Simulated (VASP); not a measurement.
# Rh (Im-3m) in VASP: further runs, part 2 of 2

VASP 6.6.1.

**3. Single point, r2SCAN (13.00 Å³/atom)**

This run uses another cell than the first one, of 13.00 Å³/atom.

The input, POSCAR:

```
Rh
1.0
   -1.4811395401      1.4811395401      1.4811395401
    1.4811395401     -1.4811395401      1.4811395401
    1.4811395401      1.4811395401     -1.4811395401
Rh
1
Direct
    0.0000000000      0.0000000000      0.0000000000
```

The input, INCAR.step1:

```
SYSTEM = Rh
PREC = Accurate
ENCUT = 520
ISMEAR = -1
SIGMA = 0.1
LREAL = .FALSE.
LASPH = .TRUE.
NELM = 60
NBANDS = 14
GGA = PE
ALGO = Normal
EDIFF = 1E-4
LWAVE = .TRUE.
LCHARG = .FALSE.
```

The input, INCAR.step2:

```
SYSTEM = Rh
PREC = Accurate
ENCUT = 520
EDIFF = 1E-7
ISMEAR = -1
SIGMA = 0.1
LREAL = .FALSE.
LASPH = .TRUE.
NELM = 60
ALGO = Normal
ISIF = 2
LWAVE = .FALSE.
LCHARG = .FALSE.
METAGGA = R2SCAN
LMIXTAU = .TRUE.
NBANDS = 14
ISTART = 1
```

The input, KPOINTS:

```
Automatic mesh
0
G
  16 16 16
  0 0 0
```

Potentials or basis: VASP PAW PBE potentials, release 64 (Rh_pv).

Started as:

```
$ cat potpaw_PBE.64/Rh_pv/POTCAR > POTCAR
$ cp INCAR.step1 INCAR
$ mpirun -np 1 vasp_std > vasp.out
$ cp INCAR.step2 INCAR
$ mpirun -np 1 vasp_std > vasp.out
```

OUTCAR:

```text
SYSTEM = Rh
   PREC = Accurate
   ENCUT = 520
   EDIFF = 1E-7
   ISMEAR = -1
   LREAL = .FALSE.
   LASPH = .TRUE.
   NELM = 60
   ISIF = 2
   METAGGA = R2SCAN
   ISTART = 1

 ion  position               nearest neighbor table
   1  0.000  0.000  0.000-

  LATTYP: Found a body centered cubic cell.
 ALAT       =     2.9622790802

  Lattice vectors:

 A1 = (  -1.4811395401,   1.4811395401,   1.4811395401)
 A2 = (   1.4811395401,  -1.4811395401,   1.4811395401)
[... 585 lines left out ...]
     13      33.0528      0.00000
     14      36.7041      0.00000

 [... further k-points ...]

------------------------ aborting loop because EDIFF is reached ----------------------------------------

  FORCE on cell =-STRESS in cart. coord.  units (eV):
  Direction    XX          YY          ZZ          XY          YZ          ZX
  --------------------------------------------------------------------------------------
  -------------------------------------------------------------------------------------
  Total        2.2713587      2.2713587      2.2713587      0.0000000     -0.0000000      0.0000000
  in kB      279.9937870    279.9937870    279.9937870      0.0000000     -0.0000000      0.0000000
  external PRESSURE =     279.9937870 kB  Pullay stress =       0.0000000 kB

 VOLUME and BASIS-vectors are now :
 -----------------------------------------------------------------------------
  energy-cutoff  :      520.00
  volume of cell :       13.00
      direct lattice vectors                 reciprocal lattice vectors
    -1.481139540  1.481139540  1.481139540     0.000000000  0.337577917  0.337577917
     1.481139540 -1.481139540  1.481139540     0.337577917  0.000000000  0.337577917
     1.481139540  1.481139540 -1.481139540     0.337577917  0.337577917  0.000000000

 POSITION                                       TOTAL-FORCE (eV/Angst)
 -----------------------------------------------------------------------------------
      0.00000      0.00000      0.00000        -0.000000     -0.000000     -0.000000
 -----------------------------------------------------------------------------------
    total drift:                               -0.000000     -0.000000      0.000000

  FREE ENERGIE OF THE ION-ELECTRON SYSTEM (eV)
  ---------------------------------------------------
  free  energy   TOTEN  =       -23.7067969075 eV

  energy  without entropy=      -23.6424341942  energy(sigma->0) =      -23.67461555
```

OUTCAR.step1:

```text
SYSTEM = Rh
   PREC = Accurate
   ENCUT = 520
   ISMEAR = -1
   LREAL = .FALSE.
   LASPH = .TRUE.
[... 624 lines left out ...]
 -----------------------------------------------------------------------------------
      0.00000      0.00000      0.00000         0.000000      0.000000     -0.000000
 -----------------------------------------------------------------------------------
    total drift:                                0.000000     -0.000000     -0.000000

  FREE ENERGIE OF THE ION-ELECTRON SYSTEM (eV)
  ---------------------------------------------------
  free  energy   TOTEN  =        -6.8029311786 eV

  energy  without entropy=       -6.7347341615  energy(sigma->0) =       -6.76883267
```

OSZICAR.step1:

```text
N       E                     dE             d eps       ncg     rms          rms(c)
DAV:   1     0.121002918590E+03    0.12100E+03   -0.86990E+03  4068   0.116E+03
DAV:   2    -0.562199029147E+01   -0.12662E+03   -0.12114E+03  4438   0.343E+02
DAV:   3    -0.718757947453E+01   -0.15656E+01   -0.15616E+01  4912   0.419E+01
DAV:   4    -0.719317394628E+01   -0.55945E-02   -0.55943E-02  4612   0.256E+00
DAV:   5    -0.719322125898E+01   -0.47313E-04   -0.47312E-04  4786   0.207E-01    0.124E+01
DAV:   6    -0.682617610493E+01    0.36705E+00   -0.59739E-01  4276   0.105E+01    0.522E+00
DAV:   7    -0.680617123500E+01    0.20005E-01   -0.22794E-02  4738   0.186E+00    0.218E+00
DAV:   8    -0.680301887476E+01    0.31524E-02   -0.36507E-03  4204   0.815E-01    0.206E-01
DAV:   9    -0.680293117857E+01    0.87696E-04   -0.62325E-05  2828   0.112E-01
   1 F= -.68029312E+01 E0= -.67688327E+01  d E =-.681970E-01
```

It took 83 s on 1 thread of AMD EPYC 7R13 (Zen 3), shared host; peak memory 0.11 GiB.

What came out:

* Free energy: -23.7068 eV
* Pressure: 28.0 GPa
* Band gap on the k mesh: zero (an odd number of electrons rules out a gap without spin polarisation)

Caveat: the cell stands under pressure; the PAW data sets were made with another functional, which shifts forces and pressure a little.

**4. Single point, r2SCAN (13.56 Å³/atom)**

This run uses another cell than the first one, of 13.56 Å³/atom.

The input, POSCAR:

```
Rh
1.0
   -1.5023015355      1.5023015355      1.5023015355
    1.5023015355     -1.5023015355      1.5023015355
    1.5023015355      1.5023015355     -1.5023015355
Rh
1
Direct
    0.0000000000      0.0000000000      0.0000000000
```

The input, INCAR.step1:

```
PREC = Accurate ; ENCUT = 520
ISMEAR = -1 ; SIGMA = 0.1
LREAL = F ; LASPH = T
NELM = 80 ; NBANDS = 14
GGA = PE ; ALGO = Normal
EDIFF = 1E-4 ; LWAVE = T
LCHARG = F
```

The input, INCAR.step2:

```
PREC = Accurate ; ENCUT = 520
EDIFF = 1E-7 ; ISMEAR = -1
SIGMA = 0.1 ; LREAL = F
LASPH = T ; NELM = 80
ALGO = Normal ; ISIF = 2
LWAVE = F ; LCHARG = F
METAGGA = R2SCAN ; LMIXTAU = T
NBANDS = 14 ; ISTART = 1
```

The input, KPOINTS:

```
Automatic mesh
0
Gamma
  16 16 16
```

Started as:

```
$ cat potpaw_PBE.64/Rh_pv/POTCAR > POTCAR
$ cp INCAR.step1 INCAR
$ mpirun -np 1 vasp_std > vasp.out
$ cp INCAR.step2 INCAR
$ mpirun -np 1 vasp_std > vasp.out
```

It took 82 s on 1 thread of AMD EPYC 7R13 (Zen 3), shared host; peak memory 0.11 GiB.

Results (log left out):

```yaml
Free_energy: -23.7783 eV
Pressure: 13.0 GPa
Band_gap_on_the_k_mesh: zero (an odd number of electrons rules out a gap without spin polarisation)
```

Levels at points of the mesh, in eV from the Fermi level:
```tsv
k point	band 6	band 7	band 8	band 9	band 10	band 11
(0.00, 0.00, 0.00)	-3.12	-3.12	-0.53	-0.53	17.91	19.43
(0.50, 0.00, 0.00)	-0.56	-0.13	1.52	1.78	10.22	15.40
(0.50, 0.50, 0.50)	1.23	1.23	1.23	10.23	10.23	10.23
```

Caveat: the cell stands under pressure; the PAW data sets were made with another functional, which shifts forces and pressure a little.

**5. Single point, r2SCAN (15.82 Å³/atom)**

This run uses another cell than the first one, of 15.82 Å³/atom.

The input, POSCAR:

```
Rh
1.0
   -1.5815127871      1.5815127871      1.5815127871
    1.5815127871     -1.5815127871      1.5815127871
    1.5815127871      1.5815127871     -1.5815127871
Rh
1
Direct
    0.0000000000      0.0000000000      0.0000000000
```

The input, INCAR.step1:

```
  PREC = Accurate
  ENCUT = 520
  ISMEAR = -1
  SIGMA = 0.1
  LREAL = False
  LASPH = True
  NELM = 60
  NBANDS = 14
  GGA = PE
  ALGO = Normal
  EDIFF = 1E-4
  LWAVE = True
  LCHARG = False
```

The input, INCAR.step2:

```
  PREC = Accurate
  ENCUT = 520
  EDIFF = 1E-6
  ISMEAR = -1
  SIGMA = 0.1
  LREAL = False
  LASPH = True
  NELM = 60
  ALGO = Normal
  ISIF = 2
  LWAVE = False
  LCHARG = False
  METAGGA = R2SCAN
  LMIXTAU = True
  NBANDS = 14
  ISTART = 1
```

KPOINTS is that of step 4.

Started as:

```
$ cat potpaw_PBE.64/Rh_pv/POTCAR > POTCAR
$ cp INCAR.step1 INCAR
$ mpirun -np 1 vasp_std > vasp.out
$ cp INCAR.step2 INCAR
$ mpirun -np 1 vasp_std > vasp.out
```

It took 64 s on 1 thread of AMD EPYC 7R13 (Zen 3), shared host; peak memory 0.12 GiB.

It converged, with:

```yaml
Free_energy: -23.6848 eV
Pressure: -20.6 GPa
Band_gap_on_the_k_mesh: zero (an odd number of electrons rules out a gap without spin polarisation)
```

Levels at points of the mesh, in eV from the Fermi level:
| k point | band 6 | band 7 | band 8 | band 9 | band 10 | band 11 |
| --- | --- | --- | --- | --- | --- | --- |
| (0.00, 0.00, 0.00) | -2.47 | -2.47 | -0.40 | -0.40 | 18.07 | 19.13 |
| (0.50, 0.00, 0.00) | -0.45 | -0.13 | 1.37 | 1.60 | 8.54 | 15.05 |
| (0.50, 0.50, 0.50) | 0.95 | 0.95 | 0.95 | 9.42 | 9.42 | 9.42 |

Caveat: the cell stands under tension; the PAW data sets were made with another functional, which shifts forces and pressure a little.

**6. The runs side by side**

```csv
cell,gap on the mesh (eV),pressure (GPa)
"a = 2.528 Å, angles 109.5°, 1 atom",none,47.2
"a = 2.565 Å, angles 109.5°, 1 atom",none,28.0
"a = 2.602 Å, angles 109.5°, 1 atom",none,13.0
"a = 2.739 Å, angles 109.5°, 1 atom",none,-20.6
```

Alike in all rows: task single point; level r2SCAN; potentials or basis VASP PAW PBE potentials, release 64 (Rh_pv); no spin polarisation; k mesh 16 × 16 × 16; cutoff (eV) 520; smearing fermi-dirac 0.1 eV.

Caveats: the PAW data sets were made with another functional, which shifts forces and pressure a little; the cell stands under pressure (at least some runs); the cell stands under tension (at least some runs).

Absolute energies hang on the potentials; compare differences alone.
